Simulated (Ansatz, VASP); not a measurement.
## One calculation of Se, two programs

```
Se
1.0
     0.00000    2.51262    2.51262
     2.51262    0.00000    2.51262
     2.51262    2.51262    0.00000
Se
2
Cartesian
  -0.6282 -0.6282 -0.6282
  0.6282 0.6282 0.6282
```

Change from the starting cell: volume scaled by 0.5, LAPW.

Alike in both runs: task single point; functional PBE; k mesh 11 × 11 × 11; occupations fermi-dirac, width 0.1 eV; no spin polarisation.

|  | VASP | Ansatz |
| --- | --- | --- |
| version | VASP 6.6.1 | Ansatz 0.2.0 |
| potentials or method | VASP PAW PBE potentials, release 64 (Se), cutoff 520 eV | all-electron LAPW, scalar-relativistic |

VASP gave:

| Property | Result |
| --- | --- |
| pressure (GPa) | 105.5 |

Q: Which values does Ansatz return?

A: Pressure (GPa): 104.1.

Both programs put the cell under a high pressure, so it lies far from rest at this level. Ansatz ran all-electron here, and VASP with PAW potentials.

Noted on VASP's run: the cell as given lies far from equilibrium.
